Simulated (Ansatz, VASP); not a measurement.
**One calculation of Al3InAs4, two programs**

Contents of INCAR:

```
SYSTEM = Al3InAs4
PREC = Accurate ; ENCUT = 520
EDIFF = 1E-6 ; ISMEAR = 0
SIGMA = 0.1 ; LREAL = .FALSE.
LASPH = .TRUE. ; NELM = 60
ALGO = Normal ; ISIF = 2
LWAVE = .FALSE. ; LCHARG = .FALSE.
GGA = PS ; NBANDS = 31
```

File KPOINTS:

```
regular mesh
0
G
  4 4 4
  0 0 0
```

File POSCAR:

```
Al3InAs4
1.0
    5.1627778515      0.0000000000      0.0000000000
    0.0000000000      5.1627778515      0.0000000000
    0.0000000000      0.0000000000      5.1627778515
Al In As
3 1 4
Direct
    0.5000000000      0.5000000000      0.0000000000
    0.5000000000      0.0000000000      0.5000000000
    0.0000000000      0.5000000000      0.5000000000
    0.0000000000      0.0000000000      0.0000000000
    0.7447077174      0.7447077174      0.2552922826
    0.7447077174      0.2552922826      0.7447077174
    0.2552922826      0.7447077174      0.7447077174
    0.2552922826      0.2552922826      0.2552922826
```

Input for Ansatz:

```yaml
crystal:
  lattice:
    - [5.1627778515, 0.0, 0.0]
    - [0.0, 5.1627778515, 0.0]
    - [0.0, 0.0, 5.1627778515]
  atoms:
    - { symbol: Al, position: [0.5, 0.5, 0.0] }
    - { symbol: Al, position: [0.5, 0.0, 0.5] }
    - { symbol: Al, position: [0.0, 0.5, 0.5] }
    - { symbol: In, position: [0.0, 0.0, 0.0] }
    - { symbol: As, position: [0.7447077174, 0.7447077174, 0.2552922826] }
    - { symbol: As, position: [0.7447077174, 0.2552922826, 0.7447077174] }
    - { symbol: As, position: [0.2552922826, 0.7447077174, 0.7447077174] }
    - { symbol: As, position: [0.2552922826, 0.2552922826, 0.2552922826] }
basis:
  ecutwfc: 420
kpoints:
  mp_grid: { grid: [4, 4, 4] }
hamiltonian:
  xc: pbesol
scf:
  occupations: { method: gaussian, width: 0.1 }
output:
  forces: true
  stress: true
  eigenvalues: true
```

Alike in both runs: task single point; functional PBEsol; k mesh 4 × 4 × 4; occupations gaussian, width 0.1 eV; no spin polarisation.

```csv
,VASP,Ansatz
version,VASP 6.6.1,Ansatz 0.2.0
potentials or method,"VASP PAW PBE potentials, release 64 (Al, In_d, As), cutoff 520 eV","scalar-relativistic, plane waves, PAW"
valence electrons in the cell,42,82
```

Ansatz gave:

| Item | Value |
| --- | --- |
| gap on the k mesh at the Fermi level (eV) | 1.05 |
| least direct gap on the mesh (eV) | 1.05 |
| rms of the force components (eV/Å) | 0.742 |

Question: Estimate VASP's values.

Answer: gap on the k mesh at the Fermi level (eV): 1.03; least direct gap on the mesh (eV): 1.03; rms of the force components (eV/Å): 0.734.

VASP's potentials were made for PBE, not for PBEsol. Atom by atom the forces differ by 0.008 eV/Å (rms over components). With one functional, cell and mesh, what is left measures potentials, basis and numerics. VASP's potentials hold 42 valence electrons a cell and Ansatz's 82, so a difference there can come from the potentials and not from the codes.
